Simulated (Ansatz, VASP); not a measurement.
**Two plane-wave programs on PbS**

```
Pb S
1.0
     0.00000    2.98723    2.98723
     2.97230    0.00000    2.98723
     2.97230    2.98723    0.00000
Pb S
1 1
Direct
  0.00000 0.00000 0.00000
  0.50000 0.50000 0.50000
```

Change from the starting cell: uniaxial_x strain -0.5%.

Alike in both runs: task single point; functional PBE; k mesh 8 × 8 × 8; occupations fermi-dirac, width 0.02 eV; no spin polarisation.

```csv
,VASP,Ansatz
version,VASP 6.6.1,Ansatz 0.2.0
potentials or method,"VASP PAW PBE potentials, release 64 (Pb_d, S)","plane waves, PAW"
plane-wave cutoff (eV),520,420
valence electrons in the cell,20,20
```

VASP gave:

* pressure (GPa): 1.1
* traceless stress, the component that is largest in VASP (GPa): 0.41

Question: What did Ansatz give for the same quantities?

Answer: Pressure (GPa): 1.2; traceless stress, the component that is largest in VASP (GPa): 0.41.

Neither program's run includes spin-orbit coupling.
